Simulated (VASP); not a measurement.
# CuSn3: single point with PBEsol

Crystal: CuSn3.

```
Cu Sn
1.0
    -2.30912    2.30912    4.22602
     2.30912   -2.30912    4.22602
     2.30912    2.30912   -4.22602
Cu Sn
1 3
Direct
  0.00000 0.00000 0.00000
  0.75000 0.25000 0.50000
  0.25000 0.75000 0.50000
  0.53549 0.53549 0.00000
```

This cell differs from its parent crystal: atom 4 (Sn) moved -0.300 Å towards its neighbour atom 1 (Cu) at 4.226 Å.

```
Program                : VASP 6.6.1
Task                   : single point
Functional             : PBEsol
Potentials or basis    : VASP PAW PBE potentials, release 64 (Cu, Sn_d)
Cutoff                 : 520 eV
k mesh                 : 14 × 14 × 14
Occupations            : gaussian, width 0.15 eV
Spin                   : no spin polarisation
Dipole correction      : no
Further INCAR settings : ALGO = Fast; EDIFF = 1e-06; NBANDS = 34
```

The pressure is 1.6 GPa, the largest force is 1.718 eV/Å and the band gap on the k mesh is zero (an odd number of electrons rules out a gap without spin polarisation).

Forces on the atoms (eV/Å):
```
Cu   0.000  0.000  0.010
Sn   0.000  0.000  0.854
Sn   0.000  0.000  0.854
Sn   0.000  0.000 -1.718
```

Stress tensor (GPa, compression positive):
```
1.92 0.00 0.00
0.00 1.92 0.00
0.00 0.00 0.81
```

Levels at points of the mesh, in eV from the Fermi level:
| k point | band 22 | band 23 | band 24 | band 25 | band 26 | band 27 | band 28 | band 29 | band 30 | band 31 |
| --- | --- | --- | --- | --- | --- | --- | --- | --- | --- | --- |
| (0.00, 0.00, 0.00) | -2.82 | -2.61 | -2.05 | -1.35 | -1.35 | -0.20 | -0.20 | 0.32 | 0.65 | 1.08 |
| (0.50, 0.00, 0.00) | -2.70 | -2.58 | -2.05 | -1.13 | -1.07 | -0.34 | -0.34 | 2.46 | 3.56 | 3.64 |
| (0.50, 0.50, 0.00) | -2.85 | -2.56 | -2.53 | -2.31 | -2.25 | 1.19 | 1.99 | 2.24 | 2.75 | 5.91 |
| (0.50, 0.50, 0.50) | -2.66 | -2.66 | -2.60 | -2.15 | -1.81 | 3.18 | 3.64 | 3.81 | 3.81 | 4.65 |

Run time: 10 min on 1 thread of Intel(R) Xeon(R) 6975P-C (Granite Rapids), on a shared host, peak memory 0.71 GiB.

Caveat: the cell differs from its parent crystal (atom 4 (Sn) moved -0.300 Å towards its neighbour atom 1 (Cu) at 4.226 Å); the PAW data sets were made with another functional, which shifts forces and pressure a little; spin-orbit coupling is left out, which moves the levels of the heavy elements.
